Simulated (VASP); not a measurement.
# Hf2SeS3 (P-4m2) in VASP: further runs

The runs below take Hf2SeS3 through single point, relaxation of cell and atoms, with PBE.

All numbers are computed with VASP 6.6.1; they aren't measurements. Logs are shortened: lines on timing, memory, paths and dates and some standing lists are left out, and cuts for length are marked.

## (1) The cell of the first run

The structure is tetragonal, space group P-4m2 (No. 115). Conventional cell: a = 4.587 Å, b = 4.587 Å, c = 6.845 Å, α = 90.00°, β = 90.00°, γ = 90.00°. Hf (site symmetry 2mm) has 4 S at 2.32 to 2.73 Å and 2 Se at 3.01 Å within 3.1 Å. Se (site symmetry -4m2) has 4 Hf at 3.01 Å and 10 S at 3.42 to 3.61 Å within 4.0 Å. Within 3.2 Å of S (site symmetry 2mm) lie 2 Hf at 2.32 Å and 1 S at 3.17 Å. S (site symmetry -4m2) has 4 Hf at 2.73 Å and 2 Se at 3.42 Å and 8 S at 3.73 Å within 3.8 Å.

The cell was built from a structure type or drawn by symmetry, and may not be a known phase.

## (2) Single point, PBE

File INCAR:

```
SYSTEM = Hf2SeS3
ALGO = Normal ; EDIFF = 1E-6
ENCUT = 520 ; GGA = PE
ISIF = 2 ; ISMEAR = 0
LASPH = .True. ; LCHARG = .False.
LREAL = .False. ; LWAVE = .False.
NBANDS = 31 ; NELM = 60
PREC = Accurate ; SIGMA = 0.1
```

File KPOINTS:

```
k-points
0
Gamma
  4 4 2
  0 0 0
```

File POSCAR:

```
Hf2SeS3
1.0
    4.5865822869      0.0000000000      0.0000000000
    0.0000000000      4.5865822869      0.0000000000
    0.0000000000      0.0000000000      6.8450188126
Hf Se S
2 1 3
Direct
    0.5000000000      0.0000000000      0.2162519824
    0.0000000000      0.5000000000      0.7837480176
    0.5000000000      0.5000000000      0.5000000000
    0.0000000000      0.0000000000      0.2687861608
    0.0000000000      0.0000000000      0.7312138392
    0.5000000000      0.5000000000      0.0000000000
```

Potentials or basis: VASP PAW PBE potentials, release 64 (Hf_pv, Se, S).

Run with:

```console
> cat potpaw_PBE.64/Hf_pv/POTCAR potpaw_PBE.64/Se/POTCAR potpaw_PBE.64/S/POTCAR > POTCAR
> mpirun -np 1 vasp_std > vasp.out
```

OUTCAR:

```text
SYSTEM = Hf2SeS3
   EDIFF = 1E-6
   ENCUT = 520
   GGA = PE
   ISIF = 2
   ISMEAR = 0
   LASPH = .True.
   LREAL = .False.
   NELM = 60
   PREC = Accurate

 ion  position               nearest neighbor table
   1  0.500  0.000  0.216-   4 2.32   4 2.32   6 2.73   6 2.73   3 3.01   3 3.01
   2  0.000  0.500  0.784-   5 2.32   5 2.32   6 2.73   6 2.73   3 3.01   3 3.01
   3  0.500  0.500  0.500-   1 3.01   2 3.01   1 3.01   2 3.01
   4  0.000  0.000  0.269-   1 2.32   1 2.32
   5  0.000  0.000  0.731-   2 2.32   2 2.32
   6  0.500  0.500  0.000-   1 2.73   2 2.73   1 2.73   2 2.73

  LATTYP: Found a simple tetragonal cell.
 ALAT       =     4.5865822869
 C/A-ratio  =     1.4924007430

  Lattice vectors:

 A1 = (   4.5865822869,   0.0000000000,   0.0000000000)
 A2 = (   0.0000000000,   4.5865822869,   0.0000000000)
 A3 = (   0.0000000000,   0.0000000000,   6.8450188126)

Analysis of symmetry for initial positions (statically):
=====================================================================
 Subroutine PRICEL returns:
 Original cell was already a primitive cell.

 Routine SETGRP: Setting up the symmetry group for a
 simple tetragonal supercell.

 Subroutine GETGRP returns: Found  8 space group operations
 (whereof  8 operations were pure point group operations)
 out of a pool of 16 trial point group operations.

The static configuration has the point symmetry D_2d.

Analysis of symmetry for dynamics (positions and initial velocities):
=====================================================================
 Subroutine PRICEL returns:
 Original cell was already a primitive cell.

 Routine SETGRP: Setting up the symmetry group for a
 simple tetragonal supercell.

 Subroutine GETGRP returns: Found  8 space group operations
 (whereof  8 operations were pure point group operations)
 out of a pool of 16 trial point group operations.

The dynamic configuration has the point symmetry D_2d.

 Subroutine INISYM returns: Found  8 space group operations
 (whereof  8 operations are pure point group operations),
 and found     1 'primitive' translations

----------------------------------------------------------------------------------------

                                     Primitive cell

  volume of cell :     143.9969

  direct lattice vectors                    reciprocal lattice vectors
     4.586582287  0.000000000  0.000000000     0.218027267  0.000000000  0.000000000
     0.000000000  4.586582287  0.000000000     0.000000000  0.218027267  0.000000000
     0.000000000  0.000000000  6.845018813     0.000000000  0.000000000  0.146091636

  length of vectors
     4.586582287  4.586582287  6.845018813     0.218027267  0.218027267  0.146091636

  position of ions in fractional coordinates (direct lattice)
     0.500000000  0.000000000  0.216251982
     0.000000000  0.500000000  0.783748018
     0.500000000  0.500000000  0.500000000
     0.000000000  0.000000000  0.268786161
     0.000000000  0.000000000  0.731213839
     0.500000000  0.500000000  0.000000000

  ion indices of the primitive-cell ions
   primitive index   ion index
                 1           1
                 2           2
                 3           3
                 4           4
                 5           5
                 6           6

----------------------------------------------------------------------------------------

 KPOINTS: k-points

Automatic generation of k-mesh.
 Grid dimensions read from file:
 generate k-points for:    4    4    2

 Generating k-lattice:

  Cartesian coordinates                     Fractional coordinates (reciprocal lattice)
     0.054506817  0.000000000  0.000000000     0.250000000  0.000000000  0.000000000
     0.000000000  0.054506817  0.000000000     0.000000000  0.250000000  0.000000000
     0.000000000  0.000000000  0.073045818     0.000000000  0.000000000  0.500000000

  Length of vectors
     0.054506817  0.054506817  0.073045818

  Shift w.r.t. Gamma in fractional coordinates (k-lattice)
     0.000000000  0.000000000  0.000000000

 Subroutine IBZKPT returns following result:
 ===========================================

 Found     12 irreducible k-points:

 Following reciprocal coordinates:
            Coordinates               Weight
  0.000000  0.000000  0.000000      1.000000
  0.250000  0.000000  0.000000      4.000000
  0.500000  0.000000  0.000000      2.000000
  0.250000  0.250000  0.000000      4.000000
  0.500000  0.250000  0.000000      4.000000
  0.500000  0.500000  0.000000      1.000000
  0.000000  0.000000  0.500000      1.000000
  0.250000  0.000000  0.500000      4.000000
  0.500000  0.000000  0.500000      2.000000
  0.250000  0.250000  0.500000      4.000000
  0.500000  0.250000  0.500000      4.000000
  0.500000  0.500000  0.500000      1.000000
   k-points           NKPTS =     12   k-points in BZ     NKDIM =     12   number of bands    NBANDS=     31
   number of dos      NEDOS =    301   number of ions     NIONS =      6
   total plane-waves  NPLWV =  69984
   dimension x,y,z NGX =    36 NGY =   36 NGZ =   54
   dimension x,y,z NGXF=    72 NGYF=   72 NGZF=  108
   ions per type =               2   1   3
   NGX,Y,Z   is equivalent  to a cutoff of  13.05, 13.05, 13.12 a.u.
   NGXF,Y,Z  is equivalent  to a cutoff of  26.10, 26.10, 26.23 a.u.
 SYSTEM =  Hf2SeS3
   PREC   = accura    normal or accurate (medium, high low for compatibility)
   ISTART =      0    job   : 0-new  1-cont  2-samecut
   ICHARG =      2    charge: 1-file 2-atom 10-const
   ISPIN  =      1    spin polarized calculation?
   LNONCOLLINEAR =      F non collinear calculations
   LSORBIT =      F    spin-orbit coupling
   LASPH  =      T    aspherical Exc in radial PAW
   ENCUT  =  520.0 eV  38.22 Ry    6.18 a.u.   8.53  8.53 12.73*2*pi/ulx,y,z
   NELM   =     60;   NELMIN=  2; NELMDL= -5     # of ELM steps
   EDIFF  = 0.1E-05   stopping-criterion for ELM
   LREAL  =      F    real-space projection
   EDIFFG = 0.1E-04   stopping-criterion for IOM
   NSW    =      0    number of steps for IOM
   IBRION =     -1    ionic relax: 0-MD 1-quasi-New 2-CG
   NFREE  =      0    steps in history (QN), initial steepest desc. (CG)
   ISIF   =      2    stress and relaxation
   ISYM   =      2    0-nonsym 1-usesym 2-fastsym
   POTIM  = 0.5000    time-step for ionic-motion
   TEBEG  =    0.0;   TEEND  =   0.0 temperature during run
   PSTRESS=    0.0 pullay stress
   NELECT =      44.0000    total number of electrons
   NUPDOWN=      -1.0000    fix difference up-down
   EMIN   =  10.00;   EMAX   =-10.00  energy-range for DOS
   EFERMI =   0.00;   METHOD = LEGACY
   ISMEAR =     0;   SIGMA  =   0.10  broadening in eV -4-tet -1-fermi 0-gaus
   EFERMI_NEDOS =   21; number of points for ismear=-14 and -15
   IALGO  =     38    algorithm
   IMIX   =      4    mixing-type and parameters
     AMIX     =   0.40;   BMIX     =  1.00
     AMIX_MAG =   1.60;   BMIX_MAG =  1.00
  volume/ion in A,a.u.               =      24.00       161.96
  Fermi-wavevector in a.u.,A,eV,Ry     =   1.102659  2.083724 16.542749  1.215858
  Thomas-Fermi vector in A             =   2.239106
   LORBIT       =      0    0 simple, 1 ext, 2 COOP (PROOUT), +10 PAW based schemes
   GGA     = PE    functional components
   LHFCALC =     F    Hartree Fock is set to
   AEXX    =    0.0000 exact exchange contribution
   IVDW    =     0    specifies the selected vdW correction
   LEPSILON=     F    determine dielectric tensor
   LRPA    =     F    only Hartree local field effects (RPA)
 non-spin polarized calculation
 Gauss-broadening in eV      SIGMA  =   0.10
  energy-cutoff  :      520.00
  volume of cell :      144.00
 maximum number of plane-waves:      3901
 NGX is ok and might be reduce to    36
   NGX = 17   NGY = 17   NGZ = 25

 number of electron      43.9999996 magnetization

 Free energy of the ion-electron system (eV)
  ---------------------------------------------------
  ext. energy  EPLUGINS =         0.00000000
  ---------------------------------------------------
  free energy    TOTEN  =       -41.93506659 eV

  energy without entropy =      -41.93491964  energy(sigma->0) =      -41.93499311

 E-fermi :   3.9321     XC(G=0):  -9.5201

 val. band max:        3.7537623302   @ k =   0.0000   0.0000   0.0000
 cond. band min:       4.1103924255   @ k =   0.0000   0.0000   0.0000
 fundamental gap:      0.3566300954
 Fermi energy:         3.9320501213

 k-point     1 :       0.0000    0.0000    0.0000
  band No.  band energies     occupation
      1     -28.2030      2.00000
      2     -28.1893      2.00000
      3     -28.0978      2.00000
      4     -28.0978      2.00000
      5     -28.0779      2.00000
      6     -28.0779      2.00000
[... 23 lines left out ...]
     30       8.0211      0.00000
     31       8.0905      0.00000

 k-point     2 :       0.2500    0.0000    0.0000
  band No.  band energies     occupation
      1     -28.2004      2.00000
      2     -28.1907      2.00000
      3     -28.1123      2.00000
      4     -28.0973      2.00000
      5     -28.0832      2.00000
      6     -28.0778      2.00000
[... 23 lines left out ...]
     30       7.1580      0.00000
     31       8.0462      0.00000

 k-point     3 :       0.5000    0.0000    0.0000
  band No.  band energies     occupation
      1     -28.1952      2.00000
      2     -28.1947      2.00000
      3     -28.1270      2.00000
      4     -28.0969      2.00000
      5     -28.0882      2.00000
      6     -28.0776      2.00000
[... 23 lines left out ...]
     30       7.6576      0.00000
     31       7.7080      0.00000

 k-point     4 :       0.2500    0.2500    0.0000
  band No.  band energies     occupation
      1     -28.1983      2.00000
      2     -28.1915      2.00000
      3     -28.1141      2.00000
      4     -28.1100      2.00000
      5     -28.0863      2.00000
      6     -28.0795      2.00000
[... 227 lines left out ...]
     30       6.8788      0.00000
     31       8.2604      0.00000

 k-point    11 :       0.5000    0.2500    0.5000
  band No.  band energies     occupation
      1     -28.1944      2.00000
      2     -28.1942      2.00000
      3     -28.1270      2.00000
      4     -28.1115      2.00000
      5     -28.0898      2.00000
      6     -28.0807      2.00000
[... 23 lines left out ...]
     30       7.4981      0.00000
     31       8.1269      0.00000

 k-point    12 :       0.5000    0.5000    0.5000
  band No.  band energies     occupation
      1     -28.1934      2.00000
      2     -28.1934      2.00000
      3     -28.1295      2.00000
      4     -28.1237      2.00000
      5     -28.0930      2.00000
      6     -28.0823      2.00000
[... 23 lines left out ...]
     30       7.4737      0.00000
     31       8.3466      0.00000

------------------------ aborting loop because EDIFF is reached ----------------------------------------

  FORCE on cell =-STRESS in cart. coord.  units (eV):
  Direction    XX          YY          ZZ          XY          YZ          ZX
  --------------------------------------------------------------------------------------
  -------------------------------------------------------------------------------------
  Total       -0.1990868     -0.1990868     -0.2268506      0.0000000      0.0000000      0.0000000
  in kB       -2.2151340     -2.2151340     -2.5240471      0.0000000      0.0000000      0.0000000
  external PRESSURE =      -2.3181050 kB  Pullay stress =       0.0000000 kB

 VOLUME and BASIS-vectors are now :
 -----------------------------------------------------------------------------
  energy-cutoff  :      520.00
  volume of cell :      144.00
      direct lattice vectors                 reciprocal lattice vectors
     4.586582287  0.000000000  0.000000000     0.218027267  0.000000000  0.000000000
     0.000000000  4.586582287  0.000000000     0.000000000  0.218027267  0.000000000
     0.000000000  0.000000000  6.845018813     0.000000000  0.000000000  0.146091636

 POSITION                                       TOTAL-FORCE (eV/Angst)
 -----------------------------------------------------------------------------------
      2.29329      0.00000      1.48025         0.000000      0.000000      0.014433
      0.00000      2.29329      5.36477        -0.000000      0.000000     -0.014433
      2.29329      2.29329      3.42251        -0.000000      0.000000      0.000000
      0.00000      0.00000      1.83985        -0.000000      0.000000     -0.022143
      0.00000      0.00000      5.00517        -0.000000      0.000000      0.022143
      2.29329      2.29329      0.00000        -0.000000     -0.000000      0.000000
 -----------------------------------------------------------------------------------
    total drift:                                0.000000      0.000000     -0.000000

  FREE ENERGIE OF THE ION-ELECTRON SYSTEM (eV)
  ---------------------------------------------------
  free  energy   TOTEN  =       -41.9350665881 eV

  energy  without entropy=      -41.9349196396  energy(sigma->0) =      -41.93499311
```

Wall time 54 s (1 thread of Intel Xeon Platinum 8259CL at 2.50GHz (Skylake/Cascade Lake), shared host); peak memory 0.26 GiB.

Results:

| Quantity | Value |
| --- | --- |
| Free energy | -41.9351 eV |
| Pressure | -0.2 GPa |
| Largest force | 0.022 eV/Å |
| Band gap on the k mesh | 0.36 eV |

Forces on the atoms (eV/Å):
```
Hf   0.000  0.000  0.014
Hf   0.000  0.000 -0.014
Se   0.000  0.000  0.000
S    0.000  0.000 -0.022
S    0.000  0.000  0.022
S    0.000  0.000  0.000
```

Caveat: the k points lie up to 0.46 Å⁻¹ apart; spin-orbit coupling is left out, which moves the levels of the heavy elements.

## (3) Single point, PBE

This run uses another cell than the first one, of 24.94 Å³/atom.

File INCAR:

```
ALGO     = Normal         # electronic algorithm
EDIFF    = 1E-6           # SCF threshold, eV
ENCUT    = 520            # plane-wave cutoff, eV
GGA      = PE             # functional
ISIF     = 2              # what is computed and relaxed
ISMEAR   = 0              # smearing method
LASPH    = True           # aspherical terms in the spheres
LCHARG   = False          # write CHGCAR
LREAL    = False          # projectors in reciprocal space
LWAVE    = False          # write WAVECAR
NBANDS   = 31             # bands
NELM     = 100            # most SCF steps
PREC     = Accurate       # precision mode
SIGMA    = 0.1            # smearing width, eV
```

File KPOINTS:

```
k-points
0
Gamma
  4 4 2
```

File POSCAR:

```
Hf2SeS3
1.0
    3.9910246400      0.0000000000      0.0000000000
    0.0000000000      3.9910246400      0.0000000000
    0.0000000000      0.0000000000      9.3934495600
Hf Se S
2 1 3
Direct
    0.5000000000      0.0000000000      0.1433060500
    0.0000000000      0.5000000000      0.8566939500
    0.5000000000      0.5000000000      0.5000000000
    0.0000000000      0.0000000000      0.2933384500
    0.0000000000      0.0000000000      0.7066615500
    0.5000000000      0.5000000000      0.0000000000
```

Potentials or basis: VASP PAW PBE potentials, release 64 (Hf_pv, Se, S).

Run with:

```console
> cat potpaw_PBE.64/Hf_pv/POTCAR potpaw_PBE.64/Se/POTCAR potpaw_PBE.64/S/POTCAR > POTCAR
> mpirun -np 1 vasp_std > vasp.out
```

Wall time 67 s (1 thread of Intel Xeon Platinum 8259CL at 2.50GHz (Skylake/Cascade Lake), shared host); peak memory 0.26 GiB.

Results (log left out):

```yaml
Free_energy: -38.6460 eV
Pressure: 0.4 GPa
Largest_force: 2.433 eV/Å
Band_gap_on_the_k_mesh: zero (bands 22 and 23 overlap by 1.26 eV)
```

Forces on the atoms (eV/Å):
```
Hf   0.000  0.000  2.433
Hf   0.000  0.000 -2.433
Se   0.000  0.000  0.000
S    0.000  0.000 -1.050
S    0.000  0.000  1.050
S    0.000  0.000  0.000
```

Stress tensor (GPa, compression positive):
```
 0.79  0.00  0.00
 0.00  0.79  0.00
 0.00  0.00 -0.44
```

Levels at points of the mesh, in eV from the Fermi level:
```csv
k point,band 17,band 18,band 19,band 20,band 21,band 22,band 23,band 24,band 25,band 26
"(0.00, 0.00, 0.00)",-3.43,-1.91,-1.91,-0.64,-0.46,0.40,0.40,0.84,0.92,1.76
"(0.50, 0.00, 0.00)",-3.36,-2.57,-2.09,-0.50,-0.11,0.07,0.57,1.09,1.32,1.56
"(0.50, 0.50, 0.00)",-3.29,-2.54,-1.87,-1.47,-1.43,-0.83,-0.83,0.58,1.10,1.10
"(0.00, 0.00, 0.50)",-3.45,-1.86,-1.86,-1.00,-0.41,0.35,0.35,0.55,0.92,2.00
"(0.50, 0.00, 0.50)",-3.32,-2.55,-2.08,-0.43,-0.10,0.14,0.47,0.95,1.28,1.50
"(0.50, 0.50, 0.50)",-3.04,-2.50,-2.01,-1.46,-1.31,-0.86,-0.86,0.37,1.02,1.02
```

Caveat: the k points lie up to 0.39 Å⁻¹ apart, too coarse for converged energies and pressures of a metal; spin-orbit coupling is left out, which moves the levels of the heavy elements; forces of over 1 eV/Å act on the atoms, so gaps and moduli don't describe the material at rest.

(Continued in part 2 of 3.)
